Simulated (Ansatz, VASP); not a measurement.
**SiC: VASP beside Ansatz**

```
Si C
1.0
     0.00000    2.17400    2.17400
     2.17400    0.00000    2.17400
     2.17400    2.17400    0.00000
Si C
1 1
Direct
  0.00000 0.00000 0.00000
  0.76725 0.76725 0.73275
```

Change from the starting cell: all C atoms moved +0.075 Å, as atom 2 along Cartesian [0 0 1].

Alike in both runs: task single point; functional PBE; k mesh 12 × 12 × 12; occupations gaussian, width 0.05 eV; no spin polarisation.

|  | VASP | Ansatz |
| --- | --- | --- |
| version | VASP 6.6.1 | Ansatz 0.2.0 |
| potentials or method | VASP PAW PBE potentials, release 64 (Si, C), cutoff 520 eV | scalar-relativistic, plane waves, PAW |
| valence electrons in the cell | 8 | 8 |

Ansatz gave:

```
gap on the k mesh at the Fermi level (eV)                     : 1.00
least direct gap on the mesh (eV)                             : 4.37
pressure (GPa)                                                : 5.5
traceless stress, the component that is largest in VASP (GPa) : 5.13
rms of the force components (eV/Å)                            : 0.839
```

Q: Which values does VASP return?

A: gap on the k mesh at the Fermi level (eV): 1.00; least direct gap on the mesh (eV): 4.36; pressure (GPa): 5.5; traceless stress, the component that is largest in VASP (GPa): 5.12; rms of the force components (eV/Å): 0.838.

Atom by atom the forces differ by 0.000 eV/Å (rms over components).
